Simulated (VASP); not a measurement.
# FeGe (P6/mmm) in VASP: settings compared, part 3 of 3

VASP 6.6.1. The steps go on from the part before.

### 4 Single point, PBEsol, collinear spin, ferromagnetic start

This run uses another cell than the first one, of 13.79 Å³/atom.

File INCAR:

```
ALGO = Fast
EDIFF = 1E-6
ENCUT = 520
GGA = PS
ISIF = 2
ISMEAR = -1
ISPIN = 2
LASPH = True
LCHARG = False
LMAXMIX = 4
LORBIT = 11
LREAL = False
LWAVE = False
MAGMOM = 0 0 0 3 3 3
NBANDS = 46
NELM = 150
PREC = Accurate
SIGMA = 0.05
```

File KPOINTS:

```
k-points
0
Gamma
  6 6 7
```

File POSCAR:

```
FeGe
1.0
    4.8969677771      0.0000000000      0.0000000000
   -2.4484838886      4.2408984965      0.0000000000
    0.0000000000      0.0000000000      3.9850959711
Ge Fe
3 3
Direct
    0.6666666667      0.3333333333      0.5000000000
    0.3333333333      0.6666666667      0.5000000000
    0.0000000000      0.0000000000      0.0000000000
    0.0000000000      0.5000000000      0.0000000000
    0.5000000000      0.5000000000      0.0000000000
    0.5000000000      0.0000000000      0.0000000000
```

Potentials or basis: VASP PAW PBE potentials, release 64 (Ge_d, Fe).

The run is started by

```
> cat potpaw_PBE.64/Ge_d/POTCAR potpaw_PBE.64/Fe/POTCAR > POTCAR
> mpirun -np 1 vasp_std > vasp.out
```

OUTCAR:

```text
EDIFF = 1E-6
   ENCUT = 520
   GGA = PS
   ISIF = 2
   ISMEAR = -1
   ISPIN = 2
   LASPH = True
   LORBIT = 11
   LREAL = False
   NELM = 150
   PREC = Accurate

 ion  position               nearest neighbor table
   1  0.667  0.333  0.500-   4 2.44   4 2.44   6 2.44   6 2.44   5 2.44   5 2.44   2 2.83   2 2.83
                             2 2.83
   2  0.333  0.667  0.500-   4 2.44   4 2.44   6 2.44   6 2.44   5 2.44   5 2.44   1 2.83   1 2.83
                             1 2.83
   3  0.000  0.000  0.000-   5 2.45   5 2.45   6 2.45   6 2.45   4 2.45   4 2.45
   4  0.000  0.500  0.000-   1 2.44   2 2.44   1 2.44   2 2.44   6 2.45   6 2.45   5 2.45   5 2.45
                             3 2.45   3 2.45
   5  0.500  0.500  0.000-   1 2.44   2 2.44   1 2.44   2 2.44   3 2.45   3 2.45   4 2.45   4 2.45
                             6 2.45   6 2.45
   6  0.500  0.000  0.000-   1 2.44   2 2.44   1 2.44   2 2.44   4 2.45   4 2.45   3 2.45   3 2.45
                             5 2.45   5 2.45

  LATTYP: Found a hexagonal cell.
 ALAT       =     4.8969677771
 C/A-ratio  =     0.8137884815

  Lattice vectors:

 A1 = (   4.8969677771,   0.0000000000,   0.0000000000)
 A2 = (  -2.4484838886,   4.2408984965,   0.0000000000)
 A3 = (   0.0000000000,   0.0000000000,   3.9850959711)

Analysis of symmetry for initial positions (statically):
=====================================================================
 Subroutine PRICEL returns:
 Original cell was already a primitive cell.

 Routine SETGRP: Setting up the symmetry group for a
 hexagonal supercell.

 Subroutine GETGRP returns: Found 24 space group operations
 (whereof 24 operations were pure point group operations)
 out of a pool of 24 trial point group operations.

The static configuration has the point symmetry D_6h.

Analysis of symmetry for dynamics (positions and initial velocities):
=====================================================================
 Subroutine PRICEL returns:
 Original cell was already a primitive cell.

 Routine SETGRP: Setting up the symmetry group for a
 hexagonal supercell.

 Subroutine GETGRP returns: Found 24 space group operations
 (whereof 24 operations were pure point group operations)
 out of a pool of 24 trial point group operations.

The dynamic configuration has the point symmetry D_6h.

Analysis of structural, dynamic, and magnetic symmetry:
=====================================================================
 Subroutine PRICEL returns:
 Original cell was already a primitive cell.

 Routine SETGRP: Setting up the symmetry group for a
 hexagonal supercell.

 Subroutine GETGRP returns: Found 24 space group operations
 (whereof 24 operations were pure point group operations)
 out of a pool of 24 trial point group operations.

The overall configuration has the point symmetry D_6h.

 Subroutine INISYM returns: Found 24 space group operations
 (whereof 24 operations are pure point group operations),
 and found     1 'primitive' translations

----------------------------------------------------------------------------------------
[... 102 lines left out ...]
   LREAL  =      F    real-space projection
   EDIFFG = 0.1E-04   stopping-criterion for IOM
   NSW    =      0    number of steps for IOM
   IBRION =     -1    ionic relax: 0-MD 1-quasi-New 2-CG
   NFREE  =      0    steps in history (QN), initial steepest desc. (CG)
   ISIF   =      2    stress and relaxation
   ISYM   =      2    0-nonsym 1-usesym 2-fastsym
   POTIM  = 0.5000    time-step for ionic-motion
   TEBEG  =    0.0;   TEEND  =   0.0 temperature during run
   PSTRESS=    0.0 pullay stress
   NELECT =      66.0000    total number of electrons
   NUPDOWN=      -1.0000    fix difference up-down
   EMIN   =  10.00;   EMAX   =-10.00  energy-range for DOS
   EFERMI =   0.00;   METHOD = LEGACY
   ISMEAR =    -1;   SIGMA  =   0.05  broadening in eV -4-tet -1-fermi 0-gaus
   EFERMI_NEDOS =   21; number of points for ismear=-14 and -15
   IALGO  =     68    algorithm
   IMIX   =      4    mixing-type and parameters
     AMIX     =   0.40;   BMIX     =  1.00
     AMIX_MAG =   1.60;   BMIX_MAG =  1.00
  volume/ion in A,a.u.               =      13.79        93.08
  Fermi-wavevector in a.u.,A,eV,Ry     =   1.518151  2.868889 31.358450  2.304781
  Thomas-Fermi vector in A             =   2.627310
   LORBIT       =     11    0 simple, 1 ext, 2 COOP (PROOUT), +10 PAW based schemes
   GGA     = PS    functional components
   LHFCALC =     F    Hartree Fock is set to
   AEXX    =    0.0000 exact exchange contribution
   IVDW    =     0    specifies the selected vdW correction
   LEPSILON=     F    determine dielectric tensor
   LRPA    =     F    only Hartree local field effects (RPA)
 spin polarized calculation
 RMM-DIIS sequential band-by-band and
  energy-cutoff  :      520.00
  volume of cell :       82.76
 maximum number of plane-waves:      2246
   NGX = 19   NGY = 19   NGZ = 15

 number of electron      65.9999970 magnetization       3.9009664

 Free energy of the ion-electron system (eV)
  ---------------------------------------------------
  ext. energy  EPLUGINS =         0.00000000
  ---------------------------------------------------
  free energy    TOTEN  =       -42.78579026 eV

  energy without entropy =      -42.74704064  energy(sigma->0) =      -42.76641545

 E-fermi :   7.3009     XC(G=0): -12.4774

 val. band max:        7.2771304170   @ k =   0.1667   0.1667   0.2857
 cond. band min:       7.3048811193   @ k =   0.3333   0.3333   0.4286
 fundamental gap:      0.0277507022
 Fermi energy:         7.3009218863

 spin component 1

 k-point     1 :       0.0000    0.0000    0.0000
  band No.  band energies     occupation
      1     -17.5732      1.00000
      2     -17.4946      1.00000
      3     -17.4946      1.00000
      4     -17.3922      1.00000
      5     -17.3922      1.00000
      6     -17.3736      1.00000
[... 1141 lines left out ...]
     44      15.4781      0.00000
     45      16.3336      0.00000

 [... further k-points ...]

 spin component 2

 k-point     1 :       0.0000    0.0000    0.0000
  band No.  band energies     occupation
      1     -17.5810      1.00000
      2     -17.5076      1.00000
      3     -17.5076      1.00000
      4     -17.4003      1.00000
      5     -17.4003      1.00000
      6     -17.3883      1.00000
[... 1141 lines left out ...]
     44      15.6776      0.00000
     45      16.5581      0.00000

 [... further k-points ...]

 [bands above 45 left out]

------------------------ aborting loop because EDIFF is reached ----------------------------------------

  FORCE on cell =-STRESS in cart. coord.  units (eV):
  Direction    XX          YY          ZZ          XY          YZ          ZX
  --------------------------------------------------------------------------------------
  -------------------------------------------------------------------------------------
  Total        0.0957272      0.0957272      0.0753133     -0.0000000     -0.0000000      0.0000000
  in kB        1.8531979      1.8531979      1.4580022     -0.0000000     -0.0000000      0.0000000
  external PRESSURE =       1.7214660 kB  Pullay stress =       0.0000000 kB

 VOLUME and BASIS-vectors are now :
 -----------------------------------------------------------------------------
  energy-cutoff  :      520.00
  volume of cell :       82.76
      direct lattice vectors                 reciprocal lattice vectors
     4.896967777  0.000000000  0.000000000     0.204208001  0.117899544  0.000000000
    -2.448483889  4.240898496  0.000000000     0.000000000  0.235799089  0.000000000
     0.000000000  0.000000000  3.985095971     0.000000000  0.000000000  0.250934986

 POSITION                                       TOTAL-FORCE (eV/Angst)
 -----------------------------------------------------------------------------------
      2.44848      1.41363      1.99255        -0.000000     -0.000000      0.000000
     -0.00000      2.82727      1.99255        -0.000000      0.000000      0.000000
      0.00000      0.00000      0.00000         0.000000      0.000000      0.000000
     -1.22424      2.12045      0.00000         0.000000      0.000000      0.000000
      1.22424      2.12045      0.00000         0.000000      0.000000      0.000000
      2.44848      0.00000      0.00000         0.000000      0.000000      0.000000
 -----------------------------------------------------------------------------------
    total drift:                                0.000000      0.000000     -0.000000

  FREE ENERGIE OF THE ION-ELECTRON SYSTEM (eV)
  ---------------------------------------------------
  free  energy   TOTEN  =       -42.7857902623 eV

  energy  without entropy=      -42.7470406380  energy(sigma->0) =      -42.76641545

 total charge

# of ion       s       p       d       tot
------------------------------------------
    1        1.122   1.233  10.100  12.455
    2        1.122   1.233  10.100  12.455
    3        1.144   1.169  10.071  12.384
    4        0.459   0.615   6.469   7.543
    5        0.459   0.615   6.469   7.543
    6        0.459   0.615   6.469   7.543
--------------------------------------------------
tot          4.765   5.479  49.678  59.923

 magnetization (x)

# of ion       s       p       d       tot
------------------------------------------
    1       -0.008  -0.044   0.001  -0.050
    2       -0.008  -0.044   0.001  -0.050
    3       -0.002  -0.080   0.008  -0.074
    4        0.004   0.004   1.352   1.360
    5        0.004   0.004   1.352   1.360
    6        0.004   0.004   1.352   1.360
--------------------------------------------------
tot         -0.006  -0.155   4.067   3.906
```

OSZICAR:

```text
N       E                     dE             d eps       ncg     rms          rms(c)
DAV:   1     0.668432196504E+03    0.66843E+03   -0.28123E+04  6246   0.369E+03
DAV:   2     0.865400344719E+02   -0.58189E+03   -0.54475E+03  5152   0.815E+02
DAV:   3    -0.374691512770E+02   -0.12401E+03   -0.11786E+03  5206   0.232E+02
DAV:   4    -0.459725056359E+02   -0.85034E+01   -0.84121E+01  6030   0.719E+01
DAV:   5    -0.461455748929E+02   -0.17307E+00   -0.17300E+00  5842   0.110E+01    0.246E+01
RMM:   6    -0.491122845487E+02   -0.29667E+01   -0.38065E+01  6670   0.423E+01    0.224E+01
RMM:   7    -0.431166035324E+02    0.59957E+01   -0.97653E+00  5892   0.247E+01    0.614E+00
RMM:   8    -0.428012583049E+02    0.31535E+00   -0.75090E-01  6916   0.471E+00    0.170E+00
RMM:   9    -0.427894944803E+02    0.11764E-01   -0.27334E-01  7221   0.260E+00    0.126E+00
RMM:  10    -0.427859325306E+02    0.35619E-02   -0.47338E-02  7635   0.130E+00    0.479E-01
RMM:  11    -0.427860269406E+02   -0.94410E-04   -0.10673E-02  7802   0.536E-01    0.285E-01
RMM:  12    -0.427857231703E+02    0.30377E-03   -0.18637E-03  7418   0.291E-01    0.101E-01
RMM:  13    -0.427857768761E+02   -0.53706E-04   -0.45696E-04  8224   0.124E-01    0.440E-02
RMM:  14    -0.427857885491E+02   -0.11673E-04   -0.94772E-05  7694   0.501E-02    0.223E-02
RMM:  15    -0.427857900483E+02   -0.14992E-05   -0.13633E-05  6617   0.219E-02    0.768E-03
RMM:  16    -0.427857902623E+02   -0.21394E-06   -0.39116E-06  5091   0.108E-02
   1 F= -.42785790E+02 E0= -.42766415E+02  d E =-.387496E-01  mag=     3.9017
```

stdout:

```text
POSCAR found type information on POSCAR GeFe
 POSCAR found :  2 types and       6 ions
 scaLAPACK will be used
 -----------------------------------------------------------------------------
|                                                                             |
|                                                                             |
|     You enforced a specific xc type in the INCAR file but a different       |
|     I HOPE YOU KNOW WHAT YOU ARE DOING!                                     |
|                                                                             |
 -----------------------------------------------------------------------------

 LDA part: xc-table for (Slater+PW92), standard interpolation
 POSCAR, INCAR and KPOINTS ok, starting setup
 FFT: planning ... GRIDC
 FFT: planning ... GRID_SOFT
 FFT: planning ... GRID
 WAVECAR not read
 entering main loop
WARNING in EDDRMM: call to ZHEGV failed, returncode =   6  3     42
WARNING in EDDRMM: call to ZHEGV failed, returncode =   6  3     32
WARNING in EDDRMM: call to ZHEGV failed, returncode =   6  3     39
WARNING in EDDRMM: call to ZHEGV failed, returncode =   6  3     30
WARNING in EDDRMM: call to ZHEGV failed, returncode =   6  3     33
```

It took 6.4 min on 1 thread of Oxide Virtual Turin-like, shared host; peak memory 0.28 GiB.

What came out:

```yaml
Free_energy: -42.7858 eV
Pressure: 0.2 GPa
Net_moment: 3.90 μB per cell
Site_moments: Ge -0.05, -0.07 (each value once); Fe +1.36 μB
Valence_electrons_inside_the_program's_atomic_spheres: Ge 12.46, 12.38 (each value once); Fe 7.54
```

Caveat: the PAW data sets were made with another functional, which shifts forces and pressure a little.

### 5 The runs side by side

| level | cell | gap on the mesh (eV) | pressure (GPa) | moment (μB) |
| --- | --- | --- | --- | --- |
| r2SCAN | a = 4.998, b = 4.998, c = 4.116 Å, angles 90.0, 90.0, 120.0°, 6 atoms | none | -1.0 | 6.59 |
| PBEsol | a = 4.881, b = 4.881, c = 3.965 Å, angles 90.0, 90.0, 120.0°, 6 atoms | none | 2.1 | 3.83 |
| PBEsol | a = 4.897, b = 4.897, c = 3.985 Å, angles 90.0, 90.0, 120.0°, 6 atoms | none | 0.2 | 3.90 |

Alike in all rows: task single point; potentials or basis VASP PAW PBE potentials, release 64 (Ge_d, Fe); spin collinear, ferromagnetic start; k mesh 6 × 6 × 7; cutoff (eV) 520; smearing fermi-dirac 0.05 eV.

Caveats: the PAW data sets were made with another functional, which shifts forces and pressure a little.

Absolute energies hang on the potentials; compare differences alone.

The gap in the log of VASP goes by the Fermi energy; the results here count the filled bands.